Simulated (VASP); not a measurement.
## HfOs3: single point with PBE

Crystal: HfOs3.

```
Os Hf
1.0
     3.97356    0.00000    0.00000
     0.00000    3.97356    0.00000
     0.00000    0.00000    3.97356
Os Hf
3 1
Direct
  0.00000 0.50000 0.50000
  0.50000 0.00000 0.50000
  0.50000 0.50000 0.00000
  0.00000 0.00000 0.00000
```

```
Program                : VASP 6.6.1
Task                   : single point
Functional             : PBE
Potentials or basis    : VASP PAW PBE potentials, release 64 (Os, Hf_pv)
Cutoff                 : 520 eV
k mesh                 : 7 × 7 × 7
Occupations            : fermi-dirac, width 0.05 eV
Spin                   : no spin polarisation
Dipole correction      : no
Further INCAR settings : ALGO = Normal; EDIFF = 1e-07; NBANDS = 25
```

- Pressure: 0.0 GPa
- Band gap on the k mesh: zero (band 17 reaches 10.40 eV, above the bottom of band 18 at 6.80 eV)

Levels at points of the mesh, in eV from the Fermi level:
```
           k point  band 14  band 15  band 16  band 17  band 18  band 19  band 20  band 21
(0.00, 0.00, 0.00)     0.98     0.98     2.52     3.12     3.12     3.12     3.16     3.16
```

Run time: 20 s on 1 thread of AMD EPYC 9R45 96-Core Processor (Zen 5), on a shared host, peak memory 0.15 GiB.

Caveat: spin-orbit coupling is left out, which moves the levels of the heavy elements.
